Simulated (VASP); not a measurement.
# LiCl in VASP: notebook

LiCl is run at these levels: HSE06, PBE, r2SCAN; tasks: single point.

Everything below comes from runs of VASP 6.6.1. Logs are shortened: lines on timing, memory, paths and dates and some standing lists are left out, and cuts for length are marked.

## 1. The cell of the first run

The structure is tetragonal, space group P4/mmm (No. 123). Conventional cell: a = 3.271 Å, b = 3.271 Å, c = 3.367 Å, α = 90.00°, β = 90.00°, γ = 90.00°. Within 3.8 Å of Li (site symmetry 4/mmm) lie 8 Cl at 2.86 Å and 6 Li at 3.27 to 3.37 Å. Within 3.8 Å of Cl (site symmetry 4/mmm) lie 8 Li at 2.86 Å and 6 Cl at 3.27 to 3.37 Å.

## 2. Single point, HSE06 (uniaxial z strain +2.9%)

POSCAR

```
LiCl
1.0
    3.2711235254      0.0000000000      0.0000000000
    0.0000000000      3.2711235254      0.0000000000
    0.0000000000      0.0000000000      3.3669674447
Li Cl
1 1
Direct
    0.0000000000      0.0000000000      0.0000000000
    0.5000000000      0.5000000000      0.5000000000
```

INCAR.step1

```
SYSTEM = LiCl
ALGO = Normal
EDIFF = 1E-5
ENCUT = 520
GGA = PE
ISIF = 2
ISMEAR = 0
LASPH = .True.
LCHARG = .False.
LREAL = .False.
LWAVE = .True.
NBANDS = 12
NELM = 100
PREC = Accurate
SIGMA = 0.01
```

INCAR.step2

```
SYSTEM = LiCl
ALGO = Normal
EDIFF = 1E-6
ENCUT = 520
GGA = PE
HFSCREEN = 0.2079
ISIF = 2
ISMEAR = 0
ISTART = 1
LASPH = .True.
LCHARG = .False.
LHFCALC = .True.
LREAL = .False.
LWAVE = .False.
NBANDS = 12
NELM = 100
PREC = Accurate
PRECFOCK = Normal
SIGMA = 0.01
```

KPOINTS

```
k-points
0
Gamma
  6 6 6
  0 0 0
```

Potentials or basis: VASP PAW PBE potentials, release 64 (Li_sv, Cl).

On the command line:

```console
cat potpaw_PBE.64/Li_sv/POTCAR potpaw_PBE.64/Cl/POTCAR > POTCAR
cp INCAR.step1 INCAR
mpirun -np 1 vasp_std > vasp.out
cp INCAR.step2 INCAR
mpirun -np 1 vasp_std > vasp.out
```

OUTCAR:

```text
SYSTEM = LiCl
   EDIFF = 1E-6
   ENCUT = 520
   GGA = PE
   HFSCREEN = 0.2079
   ISIF = 2
   ISMEAR = 0
   ISTART = 1
   LASPH = .True.
   LHFCALC = .True.
   LREAL = .False.
   NELM = 100
   PREC = Accurate
   PRECFOCK = Normal

 ion  position               nearest neighbor table
   1  0.000  0.000  0.000-
   2  0.500  0.500  0.500-

  LATTYP: Found a simple tetragonal cell.
 ALAT       =     3.2711235254
 C/A-ratio  =     1.0293000000

  Lattice vectors:

 A1 = (   3.2711235254,   0.0000000000,   0.0000000000)
 A2 = (   0.0000000000,   3.2711235254,   0.0000000000)
 A3 = (   0.0000000000,   0.0000000000,   3.3669674447)

Analysis of symmetry for initial positions (statically):
=====================================================================
 Subroutine PRICEL returns:
 Original cell was already a primitive cell.

 Routine SETGRP: Setting up the symmetry group for a
 simple tetragonal supercell.

 Subroutine GETGRP returns: Found 16 space group operations
 (whereof 16 operations were pure point group operations)
 out of a pool of 16 trial point group operations.

The static configuration has the point symmetry D_4h.

Analysis of symmetry for dynamics (positions and initial velocities):
=====================================================================
 Subroutine PRICEL returns:
 Original cell was already a primitive cell.

 Routine SETGRP: Setting up the symmetry group for a
 simple tetragonal supercell.

 Subroutine GETGRP returns: Found 16 space group operations
 (whereof 16 operations were pure point group operations)
 out of a pool of 16 trial point group operations.

The dynamic configuration has the point symmetry D_4h.

 Subroutine INISYM returns: Found 16 space group operations
 (whereof 16 operations are pure point group operations),
 and found     1 'primitive' translations

----------------------------------------------------------------------------------------

                                     Primitive cell

  volume of cell :      36.0274

  direct lattice vectors                    reciprocal lattice vectors
     3.271123525  0.000000000  0.000000000     0.305705362  0.000000000  0.000000000
     0.000000000  3.271123525  0.000000000     0.000000000  0.305705362  0.000000000
     0.000000000  0.000000000  3.366967445     0.000000000  0.000000000  0.297003169

  length of vectors
     3.271123525  3.271123525  3.366967445     0.305705362  0.305705362  0.297003169

  position of ions in fractional coordinates (direct lattice)
     0.000000000  0.000000000  0.000000000
     0.500000000  0.500000000  0.500000000

  ion indices of the primitive-cell ions
   primitive index   ion index
                 1           1
                 2           2

----------------------------------------------------------------------------------------

 KPOINTS: k-points

Automatic generation of k-mesh.
 Grid dimensions read from file:
 generate k-points for:    6    6    6

 Generating k-lattice:

  Cartesian coordinates                     Fractional coordinates (reciprocal lattice)
     0.050950894  0.000000000  0.000000000     0.166666667  0.000000000  0.000000000
     0.000000000  0.050950894  0.000000000     0.000000000  0.166666667  0.000000000
     0.000000000  0.000000000  0.049500528     0.000000000  0.000000000  0.166666667

  Length of vectors
     0.050950894  0.050950894  0.049500528

  Shift w.r.t. Gamma in fractional coordinates (k-lattice)
     0.000000000  0.000000000  0.000000000

 Subroutine IBZKPT returns following result:
 ===========================================

 Found     40 irreducible k-points:

 Following reciprocal coordinates:
            Coordinates               Weight
  0.000000  0.000000  0.000000      1.000000
  0.166667  0.000000  0.000000      4.000000
  0.333333  0.000000  0.000000      4.000000
  0.500000  0.000000  0.000000      2.000000
  0.166667  0.166667  0.000000      4.000000
  0.333333  0.166667  0.000000      8.000000
[... 16 lines left out ...]
  0.333333  0.000000  0.333333      8.000000
  0.500000  0.000000  0.333333      4.000000
 [... further k-points ...]
   k-points           NKPTS =     40   k-points in BZ     NKDIM =    216   number of bands    NBANDS=     12
   number of dos      NEDOS =    301   number of ions     NIONS =      2
   total plane-waves  NPLWV =  16128
   dimension x,y,z NGX =    24 NGY =   24 NGZ =   28
   dimension x,y,z NGXF=    48 NGYF=   48 NGZF=   56
   ions per type =               1   1
   NGX,Y,Z   is equivalent  to a cutoff of  12.20, 12.20, 13.83 a.u.
   NGXF,Y,Z  is equivalent  to a cutoff of  24.39, 24.39, 27.65 a.u.
 SYSTEM =  LiCl
   PREC   = accura    normal or accurate (medium, high low for compatibility)
   ISTART =      1    job   : 0-new  1-cont  2-samecut
   ICHARG =      0    charge: 1-file 2-atom 10-const
   ISPIN  =      1    spin polarized calculation?
   LNONCOLLINEAR =      F non collinear calculations
   LSORBIT =      F    spin-orbit coupling
   LASPH  =      T    aspherical Exc in radial PAW
   ENCUT  =  520.0 eV  38.22 Ry    6.18 a.u.   6.08  6.08  6.26*2*pi/ulx,y,z
   NELM   =    100;   NELMIN=  2; NELMDL=  0     # of ELM steps
   EDIFF  = 0.1E-05   stopping-criterion for ELM
   LREAL  =      F    real-space projection
   EDIFFG = 0.1E-04   stopping-criterion for IOM
   NSW    =      0    number of steps for IOM
   IBRION =     -1    ionic relax: 0-MD 1-quasi-New 2-CG
   NFREE  =      0    steps in history (QN), initial steepest desc. (CG)
   ISIF   =      2    stress and relaxation
   ISYM   =      3    0-nonsym 1-usesym 2-fastsym
   POTIM  = 0.5000    time-step for ionic-motion
   TEBEG  =    0.0;   TEEND  =   0.0 temperature during run
   PSTRESS=    0.0 pullay stress
   NELECT =      10.0000    total number of electrons
   NUPDOWN=      -1.0000    fix difference up-down
   EMIN   =  10.00;   EMAX   =-10.00  energy-range for DOS
   EFERMI =   0.00;   METHOD = LEGACY
   ISMEAR =     0;   SIGMA  =   0.01  broadening in eV -4-tet -1-fermi 0-gaus
   EFERMI_NEDOS =   21; number of points for ismear=-14 and -15
   IALGO  =     38    algorithm
   IMIX   =      1    mixing-type and parameters
     AMIX     =   0.40;   BMIX     =  1.00
     AMIX_MAG =   1.60;   BMIX_MAG =  1.00
  volume/ion in A,a.u.               =      18.01       121.56
  Fermi-wavevector in a.u.,A,eV,Ry     =   1.067900  2.018038 15.516224  1.140410
  Thomas-Fermi vector in A             =   2.203531
   LORBIT       =      0    0 simple, 1 ext, 2 COOP (PROOUT), +10 PAW based schemes
   GGA     = PE    functional components
   LHFCALC =     T    Hartree Fock is set to
   PRECFOCK=normal    Normal, Fast or Accurate (Low or Medium for compatibility)
   ENCUT4O =  -1.0   cutoff for four orbital integrals eV
   NKREDX  =     1    reduce k-point grid by
   NKREDY  =     1    reduce k-point grid by
   NKREDZ  =     1    reduce k-point grid by
   AEXX    =    0.2500 exact exchange contribution
   HFSCREEN=    0.2079 screening length (either q_TF or 0.3 A-1)
   HFSCREENC=   0.2079 screening length for correlation (either q_TF or 0.3 A-1)
   ENCUTFOCK=  -1.0 apply spherical cutoff to Coloumb kernel
   IVDW    =     0    specifies the selected vdW correction
   LEPSILON=     F    determine dielectric tensor
   LRPA    =     F    only Hartree local field effects (RPA)
 non-spin polarized calculation
 Gauss-broadening in eV      SIGMA  =   0.01
  energy-cutoff  :      520.00
  volume of cell :       36.03
 maximum number of plane-waves:       992
  NGX = 20; NGY = 20; NGZ = 20

 number of electron      10.0000003 magnetization

 Free energy of the ion-electron system (eV)
  ---------------------------------------------------
  ext. energy  EPLUGINS =         0.00000000
  ---------------------------------------------------
  free energy    TOTEN  =        -7.85073894 eV

  energy without entropy =       -7.85073894  energy(sigma->0) =       -7.85073894

 E-fermi :   0.6615     XC(G=0):  -7.0709

 val. band max:        0.5147462031   @ k =   0.5000   0.0000   0.5000
 cond. band min:       5.9988366371   @ k =   0.0000   0.0000   0.0000
 fundamental gap:      5.4840904339
 Fermi energy:         0.6614912463

 k-point     1 :       0.0000    0.0000    0.0000
  band No.  band energies     occupation
      1     -47.7649      2.00000
      2     -14.9812      2.00000
      3      -0.6110      2.00000
      4      -0.2864      2.00000
      5      -0.2864      2.00000
      6       5.9988      0.00000
      7      10.3694      0.00000
      8      10.6443      0.00000
      9      14.8514      0.00000
     10      15.1967      0.00000
     11      15.1967      0.00000
     12      19.0059      0.00000

 k-point     2 :       0.1667    0.0000    0.0000
  band No.  band energies     occupation
      1     -47.7643      2.00000
      2     -14.8535      2.00000
      3      -1.3536      2.00000
      4      -0.4881      2.00000
      5      -0.1718      2.00000
      6       6.5781      0.00000
      7      10.7734      0.00000
      8      11.2072      0.00000
      9      13.8700      0.00000
     10      14.3500      0.00000
     11      15.4672      0.00000
     12      19.2180      0.00000

 k-point     3 :       0.3333    0.0000    0.0000
  band No.  band energies     occupation
      1     -47.7630      2.00000
      2     -14.5766      2.00000
      3      -2.9703      2.00000
      4      -0.2243      2.00000
      5       0.0731      2.00000
      6       7.2346      0.00000
      7      11.4688      0.00000
      8      11.7170      0.00000
      9      12.3630      0.00000
     10      12.9654      0.00000
     11      17.6528      0.00000
     12      18.1091      0.00000

 k-point     4 :       0.5000    0.0000    0.0000
  band No.  band energies     occupation
      1     -47.7624      2.00000
      2     -14.4253      2.00000
      3      -3.6508      2.00000
      4      -0.0818      2.00000
      5       0.2045      2.00000
      6       7.4778      0.00000
      7      11.2925      0.00000
      8      11.7241      0.00000
      9      12.3644      0.00000
     10      12.4849      0.00000
     11      16.2319      0.00000
     12      20.0102      0.00000

 k-point     5 :       0.1667    0.1667    0.0000
  band No.  band energies     occupation
      1     -47.7637      2.00000
      2     -14.7263      2.00000
      3      -1.3055      2.00000
      4      -1.1350      2.00000
      5      -0.3716      2.00000
      6       7.2329      0.00000
      7      11.0090      0.00000
      8      11.4903      0.00000
      9      13.5737      0.00000
     10      13.5934      0.00000
     11      15.8795      0.00000
     12      17.5013      0.00000
[... 228 lines left out ...]
      1     -47.7636      2.00000
      2     -14.6444      2.00000
      3      -3.0201      2.00000
      4       0.0260      2.00000
      5       0.0260      2.00000
      6       7.4278      0.00000
      7      11.2162      0.00000
      8      11.8083      0.00000
      9      12.8031      0.00000
     10      12.8031      0.00000
     11      17.3765      0.00000
     12      17.7055      0.00000

 k-point    22 :       0.1667    0.0000    0.3333
  band No.  band energies     occupation
      1     -47.7629      2.00000
      2     -14.5177      2.00000
      3      -2.8707      2.00000
      4      -0.9906      2.00000
      5       0.1225      2.00000
      6       8.2772      0.00000
      7      10.1680      0.00000
      8      11.7772      0.00000
      9      13.0821      0.00000
     10      13.2657      0.00000
     11      17.6216      0.00000
     12      17.8036      0.00000

 k-point    23 :       0.3333    0.0000    0.3333
  band No.  band energies     occupation
      1     -47.7615      2.00000
      2     -14.2437      2.00000
      3      -2.6062      2.00000
      4      -2.4937      2.00000
      5       0.3261      2.00000
      6       8.2981      0.00000
      7       9.6224      0.00000
      8      11.7688      0.00000
      9      13.6639      0.00000
     10      14.0552      0.00000
     11      16.1542      0.00000
     12      18.8290      0.00000

 k-point    24 :       0.5000    0.0000    0.3333
  band No.  band energies     occupation
      1     -47.7609      2.00000
      2     -14.0943      2.00000
      3      -3.2300      2.00000
      4      -2.3511      2.00000
      5       0.4338      2.00000
      6       7.5820      0.00000
      7      10.1556      0.00000
      8      11.9617      0.00000
      9      13.5978      0.00000
     10      13.7874      0.00000
     11      16.2375      0.00000
     12      17.9078      0.00000

 [... further k-points ...]
[... 5 lines left out ...]
  --------------------------------------------------------------------------------------
  -------------------------------------------------------------------------------------
  Total       -0.0060317     -0.0060317     -0.7540859      0.0000000     -0.0000000      0.0000000
  in kB       -0.2682349     -0.2682349    -33.5350227      0.0000000     -0.0000000      0.0000000
  external PRESSURE =     -11.3571642 kB  Pullay stress =       0.0000000 kB

 VOLUME and BASIS-vectors are now :
 -----------------------------------------------------------------------------
  energy-cutoff  :      520.00
  volume of cell :       36.03
      direct lattice vectors                 reciprocal lattice vectors
     3.271123525  0.000000000  0.000000000     0.305705362  0.000000000  0.000000000
     0.000000000  3.271123525  0.000000000     0.000000000  0.305705362  0.000000000
     0.000000000  0.000000000  3.366967445     0.000000000  0.000000000  0.297003169

 POSITION                                       TOTAL-FORCE (eV/Angst)
 -----------------------------------------------------------------------------------
      0.00000      0.00000      0.00000         0.000000      0.000000      0.000000
      1.63556      1.63556      1.68348         0.000000      0.000000      0.000000
 -----------------------------------------------------------------------------------
    total drift:                                0.000000     -0.000000      0.000001

  FREE ENERGIE OF THE ION-ELECTRON SYSTEM (eV)
  ---------------------------------------------------
  free  energy   TOTEN  =        -7.8507389416 eV

  energy  without entropy=       -7.8507389416  energy(sigma->0) =       -7.85073894
```

Wall time 18 min (1 thread of AMD EPYC 7R43 (Zen 3), shared host); peak memory 0.23 GiB.

What came out:

- Free energy: -7.8507 eV
- Band gap on the k mesh: 5.48 eV (least direct gap 6.29 eV)

Caveat: the cell differs from its parent crystal (uniaxial z strain +2.9%); the cutoff is under 1.25 times the usual one of these potentials, so pressure, stress and relaxed cells hold a basis-set (Pulay) error; the PAW data sets were made with another functional, which shifts forces and pressure a little.

## 3. Single point, PBE (uniaxial z strain +2.9%)

INCAR

```
SYSTEM = LiCl
ALGO = Normal ; EDIFF = 1E-6
ENCUT = 520 ; GGA = PE
ISIF = 2 ; ISMEAR = -1
LASPH = .TRUE. ; LCHARG = .FALSE.
LREAL = .FALSE. ; LWAVE = .FALSE.
NBANDS = 12 ; NELM = 80
PREC = Accurate ; SIGMA = 0.02
```

KPOINTS

```
k-points
0
G
  8 8 8
  0 0 0
```

POSCAR is that of step 2.

Potentials or basis: VASP PAW PBE potentials, release 64 (Li_sv, Cl).

On the command line:

```console
cat potpaw_PBE.64/Li_sv/POTCAR potpaw_PBE.64/Cl/POTCAR > POTCAR
mpirun -np 1 vasp_std > vasp.out
```

Wall time 26 s (1 thread of Intel Xeon 8259CL, shared host); peak memory 0.15 GiB.

Results (log left out):

```yaml
Free_energy: -6.8131 eV
Band_gap_on_the_k_mesh: 4.23 eV (least direct gap 4.98 eV)
```

Levels at points of the mesh, in eV from the valence-band top:
```csv
k point,band 1,band 2,band 3,band 4,band 5,band 6,band 7,band 8,band 9,band 10
"(0.00, 0.00, 0.00)",-45.42,-14.17,-1.06,-0.74,-0.74,4.23,8.55,8.81,12.72,13.07
"(0.50, 0.00, 0.00)",-45.41,-13.66,-3.86,-0.56,-0.28,5.66,9.26,9.75,10.37,10.53
"(0.50, 0.50, 0.00)",-45.41,-13.16,-3.23,-3.23,-0.20,5.29,9.48,9.48,10.36,12.94
"(0.00, 0.00, 0.50)",-45.41,-13.75,-3.86,-0.34,-0.34,5.86,9.12,10.23,10.23,10.53
"(0.50, 0.00, 0.50)",-45.41,-13.24,-3.33,-3.22,0.00,5.13,9.52,9.82,10.61,13.38
"(0.50, 0.50, 0.50)",-45.41,-12.80,-2.48,-2.48,-2.35,5.16,5.16,5.24,11.75,17.76
```

Caveat: the cell differs from its parent crystal (uniaxial z strain +2.9%); the cutoff is under 1.25 times the usual one of these potentials, so pressure, stress and relaxed cells hold a basis-set (Pulay) error.

(Continued in part 2 of 2.)
